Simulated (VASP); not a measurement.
Write the native input for VASP 6.6.1 that does the following.

```
Task                   : single point
Functional             : r2SCAN
Potentials or basis    : VASP PAW PBE potentials, release 64 (Ga_d, N_h)
Cutoff                 : 1460 eV
k mesh                 : 10 × 10 × 10
Occupations            : gaussian, width 0.05 eV
Spin                   : no spin polarisation
Dipole correction      : no
Further INCAR settings : ALGO = Normal; EDIFF = 1e-06; NBANDS = 16
```

Crystal: GaN.

```
Ga N
1.0
     0.00000    2.24894    2.24894
     2.24894    0.00000    2.24894
     2.24894    2.24894    0.00000
Ga N
1 1
Cartesian
  0.0000 0.0000 0.0000
  3.3878 3.3590 3.3590
```

This cell differs from its parent crystal: all N atoms moved +0.025 Å, as atom 2 towards its neighbour atom 1 (Ga) at 1.948 Å.

The input as run:

POSCAR

```
GaN
1.0
    0.0000000000      2.2489367673      2.2489367673
    2.2489367673      0.0000000000      2.2489367673
    2.2489367673      2.2489367673      0.0000000000
Ga N
1 1
Direct
    0.0000000000      0.0000000000      0.0000000000
    0.7403729463      0.7532090179      0.7532090179
```

INCAR.step1

```
PREC = Accurate
ENCUT = 1460
ISMEAR = 0
SIGMA = 0.05
LREAL = F
LASPH = T
NELM = 120
NBANDS = 16
GGA = PE
ALGO = Normal
EDIFF = 1E-5
LWAVE = T
LCHARG = F
GGA_COMPAT = F
```

INCAR.step2

```
PREC = Accurate
ENCUT = 1460
EDIFF = 1E-6
ISMEAR = 0
SIGMA = 0.05
LREAL = F
LASPH = T
NELM = 120
ALGO = Normal
ISIF = 2
LWAVE = F
LCHARG = F
METAGGA = R2SCAN
LMIXTAU = T
NBANDS = 16
ISTART = 1
GGA_COMPAT = F
```

KPOINTS

```
regular mesh
0
Gamma
  10 10 10
```

Potentials or basis: VASP PAW PBE potentials, release 64 (Ga_d, N_h).

Run with:

```sh
$ cat potpaw_PBE.64/Ga_d/POTCAR potpaw_PBE.64/N_h/POTCAR > POTCAR
$ cp INCAR.step1 INCAR
$ mpirun -np 1 vasp_std > vasp.out
$ cp INCAR.step2 INCAR
$ mpirun -np 1 vasp_std > vasp.out
```

It gave:

| Item | Value |
| --- | --- |
| Pressure | 1.2 GPa |
| Largest force | 0.346 eV/Å |
| Band gap on the k mesh | 2.13 eV |

Caveat: the cell differs from its parent crystal (all N atoms moved +0.025 Å, as atom 2 towards its neighbour atom 1 (Ga) at 1.948 Å); the PAW data sets were made with another functional, which shifts forces and pressure a little.

Run time: 4.1 min on 1 thread of Intel(R) Xeon(R) 6975P-C (Granite Rapids) (shared host), peak memory 0.41 GiB.
